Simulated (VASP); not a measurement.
Write the native input for VASP 6.6.1 that does the following.

| Quantity | Value |
| --- | --- |
| Task | relaxation of cell and atoms |
| Functional | LDA |
| Potentials or basis | VASP PAW LDA potentials, release 64 (Hf_pv, S) |
| Cutoff | 600 eV |
| k mesh | 12 × 12 × 4 |
| Occupations | fermi-dirac, width 0.15 eV |
| Spin | no spin polarisation |
| Dipole correction | no |
| Further INCAR settings | ALGO = Normal; EDIFF = 1e-06; IBRION = 2; EDIFFG = -0.001; NSW = 80; ISIF = 3 |

The structure of Hf2S lies in POSCAR:

```
Hf2S
1.0
    3.3191677813      0.0000000000      0.0000000000
   -1.6595838907      2.8744836181      0.0000000000
    0.0000000000      0.0000000000     11.5633193732
Hf S
4 2
Direct
    0.6666666667      0.3333333333      0.8987512756
    0.3333333333      0.6666666667      0.3987512756
    0.6666666667      0.3333333333      0.6012487244
    0.3333333333      0.6666666667      0.1012487244
    0.0000000000      0.0000000000      0.7500000000
    0.0000000000      0.0000000000      0.2500000000
```

One way to write it, as run:

INCAR

```
PREC = Accurate ; ENCUT = 600
EDIFF = 1E-6 ; ISMEAR = -1
SIGMA = 0.15 ; LREAL = F
LASPH = T ; NELM = 60
ALGO = Normal ; ISIF = 3
LWAVE = F ; LCHARG = F
GGA = CA ; IBRION = 2
NSW = 80 ; EDIFFG = -0.001
```

KPOINTS

```
Automatic mesh
0
Gamma
  12 12 4
```

Potentials or basis: VASP PAW LDA potentials, release 64 (Hf_pv, S).

Command:

```console
$ cat potpaw_LDA.64/Hf_pv/POTCAR potpaw_LDA.64/S/POTCAR > POTCAR
$ mpirun -np 1 vasp_std > vasp.out
```

It gave:

```json
{
  "Relaxed volume": "18.39 Å³/atom",
  "Relaxed cell": "a = 3.313 Å, b = 3.313 Å, c = 11.610 Å, α = 90.00°, β = 90.00°, γ = 120.00°",
  "Space group after relaxing (to 0.05 Å)": "P6_3/mmc (No. 194)",
  "Energy gained by relaxing": "0.3 meV/atom",
  "Ionic steps": "16",
  "Pressure after relaxing": "0.0 GPa",
  "Band gap on the k mesh": "zero (band 26 reaches 7.11 eV, above the bottom of band 27 at 6.11 eV)"
}
```

Caveat: spin-orbit coupling is left out, which moves the levels of the heavy elements.

Run time: 20 min on 1 thread of Intel Xeon 6975P-C, with other jobs on the host, peak memory 0.36 GiB.
